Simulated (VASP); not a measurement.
A run of VASP 6.6.1 is set up as follows.

Contents of INCAR:

```
SYSTEM = Sc5Mo
PREC     = Accurate       ! precision mode
ENCUT    = 520            ! plane-wave cutoff, eV
EDIFF    = 1E-6           ! SCF threshold, eV
ISMEAR   = 0              ! smearing method
SIGMA    = 0.1            ! smearing width, eV
LREAL    = .False.        ! projectors in reciprocal space
LASPH    = .True.         ! aspherical terms in the spheres
NELM     = 60             ! most SCF steps
ALGO     = Fast           ! electronic algorithm
ISIF     = 2              ! what is computed and relaxed
LWAVE    = .False.        ! write WAVECAR
LCHARG   = .False.        ! write CHGCAR
GGA      = PE             ! functional
NBANDS   = 44             ! bands
```

KPOINTS

```
regular mesh
0
Gamma
  6 6 4
  0 0 0
```

File POSCAR:

```
Sc5Mo
1.0
    5.6078391200      0.0000000000      0.0000000000
   -2.8039195600      4.8565311400      0.0000000000
    0.0000000000      0.0000000000      4.3557547200
Sc Mo
5 1
Direct
    0.3333333300      0.6666666700      0.0000000000
    0.6666666700      0.3333333300      0.0000000000
    0.5000000000      0.0000000000      0.5000000000
    0.5000000000      0.5000000000      0.5000000000
    0.0000000000      0.5000000000      0.5000000000
    0.0000000000      0.0000000000      0.0000000000
```

Potentials or basis: VASP PAW PBE potentials, release 64 (Sc_sv, Mo_sv).

Command:

```console
$ cat potpaw_PBE.64/Sc_sv/POTCAR potpaw_PBE.64/Mo_sv/POTCAR > POTCAR
$ mpirun -np 1 vasp_std > vasp.out
```

**Question.** Predict the pressure.

**Answer.** 12.4 GPa.

Stress tensor (GPa, compression positive):
```
 7.10  0.00  0.00
 0.00  7.10  0.00
 0.00  0.00 22.98
```

Caveat: the k points lie up to 0.36 Å⁻¹ apart.
